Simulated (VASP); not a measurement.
A run of VASP 6.6.1 is set up as follows.

File POSCAR:

```
GaBPb
1.0
    3.3210780000      0.0000000000      0.0000000000
    0.0000000000      3.3210780000      0.0000000000
    0.0000000000      0.0000000000      8.3739160000
Pb Ga B
2 2 2
Direct
    0.7500000000      0.7500000000      0.7306300000
    0.2500000000      0.2500000000      0.2693700000
    0.2500000000      0.2500000000      0.9146000000
    0.7500000000      0.7500000000      0.0854000000
    0.7500000000      0.7500000000      0.4152000000
    0.2500000000      0.2500000000      0.5848000000
```

File INCAR.step1:

```
ALGO     = Normal         # electronic algorithm
EDIFF    = 1E-4           # SCF threshold, eV
ENCUT    = 520            # plane-wave cutoff, eV
GGA      = PE             # functional
ISMEAR   = -1             # smearing method
LASPH    = True           # aspherical terms in the spheres
LCHARG   = False          # write CHGCAR
LREAL    = False          # projectors in reciprocal space
LWAVE    = True           # write WAVECAR
NBANDS   = 39             # bands
NELM     = 80             # most SCF steps
PREC     = Accurate       # precision mode
SIGMA    = 0.0289         # smearing width, eV
```

File INCAR.step2:

```
ALGO     = Normal         # electronic algorithm
EDIFF    = 1E-6           # SCF threshold, eV
ENCUT    = 520            # plane-wave cutoff, eV
ISIF     = 2              # what is computed and relaxed
ISMEAR   = -1             # smearing method
ISTART   = 1            
LASPH    = True           # aspherical terms in the spheres
LCHARG   = False          # write CHGCAR
LMIXTAU  = True         
LREAL    = False          # projectors in reciprocal space
LWAVE    = False          # write WAVECAR
METAGGA  = R2SCAN         # meta-GGA
NBANDS   = 39             # bands
NELM     = 80             # most SCF steps
PREC     = Accurate       # precision mode
SIGMA    = 0.0289         # smearing width, eV
```

File KPOINTS:

```
k-points
0
Gamma
  10 10 4
```

Potentials or basis: VASP PAW PBE potentials, release 64 (Pb_d, Ga_d, B).

The run is started by

```console
$ cat potpaw_PBE.64/Pb_d/POTCAR potpaw_PBE.64/Ga_d/POTCAR potpaw_PBE.64/B/POTCAR > POTCAR
$ cp INCAR.step1 INCAR
$ mpirun -np 1 vasp_std > vasp.out
$ cp INCAR.step2 INCAR
$ mpirun -np 1 vasp_std > vasp.out
```

(1) Predict the largest force.

(2) Predict the pressure.

(3) Estimate the band gap on the k mesh.

Results:

(1) 2.684 eV/Å.

(2) 22.0 GPa.

(3) zero (bands 30 and 31 overlap by 4.95 eV).

Caveat: the stress differs along the axes, from 17 to 24 GPa; the PAW data sets were made with another functional, which shifts forces and pressure a little; spin-orbit coupling is left out, which moves the levels of the heavy elements.
